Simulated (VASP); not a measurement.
# TiO2 (Anatase) (I4_1/amd) in VASP: single point with PBE

Aim: the single point of TiO2 (Anatase) with PBE.

Everything below comes from runs of VASP 6.6.1. Logs are shortened: lines on timing, memory, paths and dates and some standing lists are left out, and cuts for length are marked.

### 1 The cell of the first run

It takes space group I4_1/amd (No. 141, tetragonal). The conventional cell has a = 3.799 Å, b = 3.799 Å, c = 9.697 Å, α = 90.00°, β = 90.00°, γ = 90.00°. Ti (site symmetry -4m2) has 6 O at 1.95 to 2.00 Å within 2.6 Å. Within 2.6 Å of O (site symmetry 2mm) lie 3 Ti at 1.95 to 2.00 Å and 2 O at 2.47 Å.

### 2 Single point, PBE

File INCAR:

```
SYSTEM = TiO2
PREC = Accurate
ENCUT = 600
EDIFF = 1E-6
ISMEAR = 0
SIGMA = 0.02
LREAL = .False.
LASPH = .True.
NELM = 120
ALGO = Normal
ISIF = 2
LWAVE = .False.
LCHARG = .False.
GGA = PE
NBANDS = 33
GGA_COMPAT = .False.
```

File KPOINTS:

```
Automatic mesh
0
Gamma
  6 6 6
  0 0 0
```

File POSCAR:

```
TiO2
1.0
   -1.8996082686      1.8996082686      4.8485069499
    1.8996082686     -1.8996082686      4.8485069499
    1.8996082686      1.8996082686     -4.8485069499
Ti O
2 4
Direct
    0.0000000000      0.0000000000      0.0000000000
    0.7500000000      0.2500000000      0.5000000000
    0.2064947465      0.2064947465      0.0000000000
    0.9564947465      0.4564947465      0.5000000000
    0.5435052535      0.0435052535      0.5000000000
    0.7935052535      0.7935052535      0.0000000000
```

Potentials or basis: VASP PAW PBE potentials, release 64 (Ti_sv, O).

On the command line:

```sh
$ cat potpaw_PBE.64/Ti_sv/POTCAR potpaw_PBE.64/O/POTCAR > POTCAR
$ mpirun -np 1 vasp_std > vasp.out
```

OUTCAR:

```text
SYSTEM = TiO2
   PREC = Accurate
   ENCUT = 600
   EDIFF = 1E-6
   ISMEAR = 0
   LREAL = .False.
   LASPH = .True.
   NELM = 120
   ISIF = 2
   GGA = PE

 ion  position               nearest neighbor table
   1  0.000  0.000  0.000-   4 1.95   5 1.95   5 1.95   4 1.95   3 2.00   6 2.00
   2  0.750  0.250  0.500-   3 1.95   6 1.95   6 1.95   3 1.95   4 2.00   5 2.00
   3  0.206  0.206  0.000-   2 1.95   2 1.95   1 2.00
   4  0.956  0.456  0.500-   1 1.95   1 1.95   2 2.00
   5  0.544  0.044  0.500-   1 1.95   1 1.95   2 2.00
   6  0.794  0.794  0.000-   2 1.95   2 1.95   1 2.00

  LATTYP: Found a body centered tetragonal cell.
 ALAT       =     3.7992165372
 C/A-ratio  =     2.5523719969

  Lattice vectors:

 A1 = (  -1.8996082686,   1.8996082686,   4.8485069499)
 A2 = (   1.8996082686,  -1.8996082686,   4.8485069499)
 A3 = (   1.8996082686,   1.8996082686,  -4.8485069499)

Analysis of symmetry for initial positions (statically):
=====================================================================
 Subroutine PRICEL returns:
 Original cell was already a primitive cell.

 Routine SETGRP: Setting up the symmetry group for a
 body centered tetragonal supercell.

 Subroutine GETGRP returns: Found 16 space group operations
 (whereof  8 operations were pure point group operations)
 out of a pool of 16 trial point group operations.

The static configuration has the point symmetry D_2d.
 The point group associated with its full space group is D_4h.

Analysis of symmetry for dynamics (positions and initial velocities):
=====================================================================
 Subroutine PRICEL returns:
 Original cell was already a primitive cell.

 Routine SETGRP: Setting up the symmetry group for a
 body centered tetragonal supercell.

 Subroutine GETGRP returns: Found 16 space group operations
 (whereof  8 operations were pure point group operations)
 out of a pool of 16 trial point group operations.

The dynamic configuration has the point symmetry D_2d.
 The point group associated with its full space group is D_4h.

 Subroutine INISYM returns: Found 16 space group operations
 (whereof  8 operations are pure point group operations),
 and found     1 'primitive' translations

----------------------------------------------------------------------------------------

                                     Primitive cell

  volume of cell :      69.9836

  direct lattice vectors                    reciprocal lattice vectors
    -1.899608269  1.899608269  4.848506950     0.000000000  0.263212162  0.103124530
     1.899608269 -1.899608269  4.848506950     0.263212162  0.000000000  0.103124530
     1.899608269  1.899608269 -4.848506950     0.263212162  0.263212162  0.000000000

  length of vectors
     5.543017481  5.543017481  5.543017481     0.282692963  0.282692963  0.372238210

  position of ions in fractional coordinates (direct lattice)
     0.000000000  0.000000000  0.000000000
     0.750000000  0.250000000  0.500000000
     0.206494746  0.206494746  0.000000000
     0.956494746  0.456494746  0.500000000
     0.543505254  0.043505254  0.500000000
     0.793505254  0.793505254  0.000000000

  ion indices of the primitive-cell ions
   primitive index   ion index
                 1           1
                 2           2
                 3           3
                 4           4
                 5           5
                 6           6

----------------------------------------------------------------------------------------

 KPOINTS: Automatic mesh

Automatic generation of k-mesh.
 Grid dimensions read from file:
 generate k-points for:    6    6    6

 Generating k-lattice:

  Cartesian coordinates                     Fractional coordinates (reciprocal lattice)
     0.000000000  0.043868694  0.017187422     0.166666667  0.000000000  0.000000000
     0.043868694  0.000000000  0.017187422     0.000000000  0.166666667  0.000000000
     0.043868694  0.043868694  0.000000000     0.000000000  0.000000000  0.166666667

  Length of vectors
     0.047115494  0.047115494  0.062039702

  Shift w.r.t. Gamma in fractional coordinates (k-lattice)
     0.000000000  0.000000000  0.000000000

 Subroutine IBZKPT returns following result:
 ===========================================

 Found     30 irreducible k-points:

 Following reciprocal coordinates:
            Coordinates               Weight
  0.000000  0.000000  0.000000      1.000000
  0.166667  0.000000  0.000000      8.000000
  0.333333  0.000000  0.000000      8.000000
  0.500000  0.000000  0.000000      4.000000
  0.166667  0.166667  0.000000      8.000000
  0.333333  0.166667 -0.000000     16.000000
[... 16 lines left out ...]
 -0.333333 -0.333333  0.166667      8.000000
 -0.166667 -0.333333  0.166667      8.000000
 [... further k-points ...]
   k-points           NKPTS =     30   k-points in BZ     NKDIM =     30   number of bands    NBANDS=     33
   number of dos      NEDOS =    301   number of ions     NIONS =      6
   total plane-waves  NPLWV = 110592
   dimension x,y,z NGX =    48 NGY =   48 NGZ =   48
   dimension x,y,z NGXF=    96 NGYF=   96 NGZF=   96
   ions per type =               2   4
   NGX,Y,Z   is equivalent  to a cutoff of  14.40, 14.40, 14.40 a.u.
   NGXF,Y,Z  is equivalent  to a cutoff of  28.79, 28.79, 28.79 a.u.
 SYSTEM =  TiO2
   PREC   = accura    normal or accurate (medium, high low for compatibility)
   ISTART =      0    job   : 0-new  1-cont  2-samecut
   ICHARG =      2    charge: 1-file 2-atom 10-const
   ISPIN  =      1    spin polarized calculation?
   LNONCOLLINEAR =      F non collinear calculations
   LSORBIT =      F    spin-orbit coupling
   LASPH  =      T    aspherical Exc in radial PAW
   ENCUT  =  600.0 eV  44.10 Ry    6.64 a.u.  11.07 11.07 11.07*2*pi/ulx,y,z
   NELM   =    120;   NELMIN=  2; NELMDL= -5     # of ELM steps
   EDIFF  = 0.1E-05   stopping-criterion for ELM
   LREAL  =      F    real-space projection
   EDIFFG = 0.1E-04   stopping-criterion for IOM
   NSW    =      0    number of steps for IOM
   IBRION =     -1    ionic relax: 0-MD 1-quasi-New 2-CG
   NFREE  =      0    steps in history (QN), initial steepest desc. (CG)
   ISIF   =      2    stress and relaxation
   ISYM   =      2    0-nonsym 1-usesym 2-fastsym
   POTIM  = 0.5000    time-step for ionic-motion
   TEBEG  =    0.0;   TEEND  =   0.0 temperature during run
   PSTRESS=    0.0 pullay stress
   NELECT =      48.0000    total number of electrons
   NUPDOWN=      -1.0000    fix difference up-down
   EMIN   =  10.00;   EMAX   =-10.00  energy-range for DOS
   EFERMI =   0.00;   METHOD = LEGACY
   ISMEAR =     0;   SIGMA  =   0.02  broadening in eV -4-tet -1-fermi 0-gaus
   EFERMI_NEDOS =   21; number of points for ismear=-14 and -15
   IALGO  =     38    algorithm
   IMIX   =      4    mixing-type and parameters
     AMIX     =   0.40;   BMIX     =  1.00
     AMIX_MAG =   1.60;   BMIX_MAG =  1.00
  volume/ion in A,a.u.               =      11.66        78.71
  Fermi-wavevector in a.u.,A,eV,Ry     =   1.443743  2.728279 28.359897  2.084394
  Thomas-Fermi vector in A             =   2.562116
   LORBIT       =      0    0 simple, 1 ext, 2 COOP (PROOUT), +10 PAW based schemes
   GGA     = PE    functional components
   LHFCALC =     F    Hartree Fock is set to
   AEXX    =    0.0000 exact exchange contribution
   IVDW    =     0    specifies the selected vdW correction
   LEPSILON=     F    determine dielectric tensor
   LRPA    =     F    only Hartree local field effects (RPA)
 non-spin polarized calculation
 Gauss-broadening in eV      SIGMA  =   0.02
  energy-cutoff  :      600.00
  volume of cell :       69.98
 maximum number of plane-waves:      2368
 NGX is ok and might be reduce to    48
   NGX = 23   NGY = 23   NGZ = 23

 number of electron      47.9999998 magnetization

 Free energy of the ion-electron system (eV)
  ---------------------------------------------------
  ext. energy  EPLUGINS =         0.00000000
  ---------------------------------------------------
  free energy    TOTEN  =       -53.87349184 eV

  energy without entropy =      -53.87349184  energy(sigma->0) =      -53.87349184

 E-fermi :   3.3371     XC(G=0): -10.5927

 val. band max:        3.0977156100   @ k =   0.5000   0.5000   0.0000
 cond. band min:       5.2532916509   @ k =   0.0000   0.0000   0.0000
 fundamental gap:      2.1555760409
 Fermi energy:         3.3371364514

 k-point     1 :       0.0000    0.0000    0.0000
  band No.  band energies     occupation
      1     -53.3150      2.00000
      2     -53.2638      2.00000
      3     -29.7441      2.00000
      4     -29.5256      2.00000
      5     -29.5256      2.00000
      6     -29.4640      2.00000
[... 25 lines left out ...]
     32       8.2044      0.00000
     33       8.3416      0.00000

 k-point     2 :       0.1667    0.0000    0.0000
  band No.  band energies     occupation
      1     -53.3119      2.00000
      2     -53.2658      2.00000
      3     -29.7372      2.00000
      4     -29.5557      2.00000
      5     -29.5276      2.00000
      6     -29.4766      2.00000
[... 25 lines left out ...]
     32       8.6217      0.00000
     33       8.9001      0.00000

 k-point     3 :       0.3333    0.0000    0.0000
  band No.  band energies     occupation
      1     -53.3047      2.00000
      2     -53.2709      2.00000
      3     -29.7235      2.00000
      4     -29.6136      2.00000
      5     -29.5312      2.00000
      6     -29.4954      2.00000
[... 25 lines left out ...]
     32       8.9781      0.00000
     33       9.3383      0.00000

 k-point     4 :       0.5000    0.0000    0.0000
  band No.  band energies     occupation
      1     -53.3001      2.00000
      2     -53.2746      2.00000
      3     -29.7156      2.00000
      4     -29.6442      2.00000
      5     -29.5327      2.00000
      6     -29.4998      2.00000
[... 673 lines left out ...]
     32       9.0267      0.00000
     33       9.1411      0.00000

 k-point    23 :      -0.3333   -0.3333    0.1667
  band No.  band energies     occupation
      1     -53.2995      2.00000
      2     -53.2773      2.00000
      3     -29.6730      2.00000
      4     -29.5925      2.00000
      5     -29.5504      2.00000
      6     -29.4931      2.00000
[... 25 lines left out ...]
     32       8.9522      0.00000
     33       9.4250      0.00000

 k-point    24 :      -0.1667   -0.3333    0.1667
  band No.  band energies     occupation
      1     -53.3058      2.00000
      2     -53.2720      2.00000
      3     -29.6974      2.00000
      4     -29.5684      2.00000
      5     -29.5359      2.00000
      6     -29.4711      2.00000
[... 25 lines left out ...]
     32       8.7474      0.00000
     33       8.7986      0.00000

 [... further k-points ...]
[... 5 lines left out ...]
  --------------------------------------------------------------------------------------
  -------------------------------------------------------------------------------------
  Total        0.1849171      0.1849171      0.2329629      0.0000000      0.0000000      0.0000000
  in kB        4.2334212      4.2334212      5.3333633      0.0000000      0.0000000      0.0000000
  external PRESSURE =       4.6000686 kB  Pullay stress =       0.0000000 kB

 VOLUME and BASIS-vectors are now :
 -----------------------------------------------------------------------------
  energy-cutoff  :      600.00
  volume of cell :       69.98
      direct lattice vectors                 reciprocal lattice vectors
    -1.899608269  1.899608269  4.848506950     0.000000000  0.263212162  0.103124530
     1.899608269 -1.899608269  4.848506950     0.263212162  0.000000000  0.103124530
     1.899608269  1.899608269 -4.848506950     0.263212162  0.263212162  0.000000000

 POSITION                                       TOTAL-FORCE (eV/Angst)
 -----------------------------------------------------------------------------------
      0.00000      0.00000      0.00000        -0.000000     -0.000000     -0.000000
     -0.00000      1.89961      2.42425        -0.000000     -0.000000      0.000000
      0.00000      0.00000      2.00238         0.000000      0.000000      0.017365
      0.00000      1.89961      4.42664        -0.000000     -0.000000      0.017365
     -0.00000      1.89961      0.42187         0.000000      0.000000     -0.017365
      0.00000      0.00000      7.69463        -0.000000     -0.000000     -0.017365
 -----------------------------------------------------------------------------------
    total drift:                               -0.000000     -0.000000      0.000000

  FREE ENERGIE OF THE ION-ELECTRON SYSTEM (eV)
  ---------------------------------------------------
  free  energy   TOTEN  =       -53.8734918414 eV

  energy  without entropy=      -53.8734918414  energy(sigma->0) =      -53.87349184
```

Wall time 3.2 min (1 thread of AMD EPYC 7R43 (Zen 3), shared host); peak memory 0.3 GiB.

Results:

| Item | Value |
| --- | --- |
| Free energy | -53.8735 eV |
| Pressure | 0.5 GPa |
| Largest force | 0.017 eV/Å |
| Band gap on the k mesh | 2.16 eV, indirect (least direct gap 2.42 eV) |

Forces in eV/Å, atoms in the order of the input:
```
Ti   0.000  0.000  0.000
Ti   0.000  0.000  0.000
O    0.000  0.000  0.017
O    0.000  0.000  0.017
O    0.000  0.000 -0.017
O    0.000  0.000 -0.017
```

Stress tensor (GPa, compression positive):
```
0.42 0.00 0.00
0.00 0.42 0.00
0.00 0.00 0.53
```

Levels at points of the mesh, in eV from the valence-band top:
| k point | band 20 | band 21 | band 22 | band 23 | band 24 | band 25 | band 26 | band 27 | band 28 | band 29 |
| --- | --- | --- | --- | --- | --- | --- | --- | --- | --- | --- |
| (0.00, 0.00, 0.00) | -0.75 | -0.75 | -0.74 | -0.37 | -0.37 | 2.16 | 2.82 | 4.01 | 4.01 | 4.02 |
| (0.50, 0.00, 0.00) | -1.85 | -1.83 | -0.83 | -0.80 | -0.59 | 3.23 | 3.50 | 3.56 | 3.57 | 4.24 |
| (0.50, 0.50, 0.00) | -2.52 | -1.93 | -1.93 | 0.00 | 0.00 | 3.26 | 3.26 | 3.73 | 3.73 | 4.82 |
| (0.50, 0.50, 0.50) | -1.28 | -1.19 | -1.19 | -0.05 | -0.05 | 2.48 | 2.48 | 3.74 | 3.74 | 4.30 |
